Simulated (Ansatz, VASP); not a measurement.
# Mg2H3F in VASP and in Ansatz

File INCAR:

```
  ALGO = Normal
  EDIFF = 1E-6
  ENCUT = 520
  GGA = PS
  ISIF = 2
  ISMEAR = 0
  LASPH = True
  LCHARG = True
  LELF = True
  LREAL = False
  LVHAR = True
  LWAVE = False
  NBANDS = 26
  NELM = 80
  PREC = Accurate
  SIGMA = 0.02
```

Contents of KPOINTS:

```
k-points
0
Gamma
  6 6 6
```

File POSCAR:

```
Mg2H3F
1.0
    0.0000000000      4.5385673702     -3.0270199034
    0.0000000000     -4.5412828068     -3.0310805173
   -4.5314522770      0.0013577183      3.0290502104
Mg F H
4 2 6
Direct
    0.5010254261      0.5030846686      0.0083589924
    0.0042598456      0.0004233972      0.0003884204
    0.2426664337      0.7447256763      0.4916410076
    0.7538714252      0.2500349767      0.4996115796
    0.4999409070      0.1967590485      0.6973592055
    0.5525817015      0.7493998431      0.8026407945
   -0.0008935796      0.6949862558      0.6925454906
    0.0565609298      0.2524407652      0.8074545094
    0.4990104803      0.8040173831      0.3036672010
   -0.0014199086      0.3026524174      0.3015270315
    0.9453432793      0.7503501822      0.1963327990
    0.4470530599      0.2511253859      0.1984729685
```

Input for Ansatz:

```yaml
crystal:
  lattice:
    - [0.0, 4.5385673702, -3.0270199034]
    - [0.0, -4.5412828068, -3.0310805173]
    - [-4.531452277, 0.0013577183, 3.0290502104]
  atoms:
    - { symbol: Mg, position: [0.5010254261, 0.5030846686, 0.0083589924] }
    - { symbol: Mg, position: [0.0042598456, 0.0004233972, 0.0003884204] }
    - { symbol: Mg, position: [0.2426664337, 0.7447256763, 0.4916410076] }
    - { symbol: Mg, position: [0.7538714252, 0.2500349767, 0.4996115796] }
    - { symbol: F, position: [0.499940907, 0.1967590485, 0.6973592055] }
    - { symbol: H, position: [-0.0008935796, 0.6949862558, 0.6925454906] }
    - { symbol: F, position: [0.5525817015, 0.7493998431, 0.8026407945] }
    - { symbol: H, position: [0.0565609298, 0.2524407652, 0.8074545094] }
    - { symbol: H, position: [0.4990104803, 0.8040173831, 0.303667201] }
    - { symbol: H, position: [-0.0014199086, 0.3026524174, 0.3015270315] }
    - { symbol: H, position: [0.9453432793, 0.7503501822, 0.196332799] }
    - { symbol: H, position: [0.4470530599, 0.2511253859, 0.1984729685] }
basis:
  ecutwfc: 420
kpoints:
  mp_grid: { grid: [6, 6, 6] }
  band_path: { path: [VBM, CBM], npoints: 2 }
hamiltonian:
  xc: pbesol
scf:
  occupations: { method: gaussian, width: 0.02 }
output:
  forces: true
  stress: true
  eigenvalues: true
```

Alike in both runs: task single point; functional PBEsol; k mesh 6 × 6 × 6; occupations gaussian, width 0.02 eV; no spin polarisation.

```csv
,VASP,Ansatz
version,VASP 6.6.1,Ansatz 0.2.0
potentials or method,"VASP PAW PBE potentials, release 64 (Mg, F, H), cutoff 520 eV","scalar-relativistic, plane waves, PAW"
valence electrons in the cell,28,60
```

VASP gave:

- gap on the k mesh at the Fermi level (eV): 4.09
- least direct gap on the mesh (eV): 4.23
- pressure (GPa): -0.4
- rms of the force components (eV/Å): 0.006

Question: What did Ansatz give for the same quantities?

Answer: gap on the k mesh at the Fermi level (eV): 4.09; least direct gap on the mesh (eV): 4.23; pressure (GPa): 0.0; rms of the force components (eV/Å): 0.001.

VASP's potentials were made for PBE, not for PBEsol. VASP's potentials hold 28 valence electrons a cell and Ansatz's 60, so a difference there can come from the potentials and not from the codes.
